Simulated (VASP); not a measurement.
A run of VASP 6.6.1 is set up as follows.

The input INCAR:

```
SYSTEM = CdS
ALGO = Normal
EDIFF = 1E-6
ENCUT = 520
GGA = PE
GGA_COMPAT = .FALSE.
ISIF = 2
ISMEAR = -1
LASPH = .TRUE.
LCHARG = .TRUE.
LORBIT = 11
LORBMOM = .TRUE.
LREAL = .FALSE.
LSORBIT = .TRUE.
LVHAR = .TRUE.
LWAVE = .FALSE.
MAGMOM = 0 0 0 0 0 0
NBANDS = 30
NELM = 150
PREC = Accurate
SIGMA = 0.05
```

KPOINTS

```
k-points
0
G
  6 6 6
  0 0 0
```

POSCAR

```
CdS
1.0
    0.0000000000      2.7532440000      2.7532440000
    2.7532440000      0.0000000000      2.7532440000
    2.7532440000      2.7532440000      0.0000000000
Cd S
1 1
Direct
    0.0000000000      0.0000000000      0.0000000000
    0.5000000000      0.5000000000      0.5000000000
```

Potentials or basis: VASP PAW PBE potentials, release 64 (Cd, S).

The run is started by

```sh
$ cat potpaw_PBE.64/Cd/POTCAR potpaw_PBE.64/S/POTCAR > POTCAR
$ mpirun -np 1 vasp_ncl > vasp.out
```

Predict the pressure.

-0.1 GPa.

Predict the net moment.

0.00 μB per cell.

Moments on the atoms (μB; x, y, z):
```
Cd  0.00 0.00 0.00
S   0.00 0.00 0.00
```
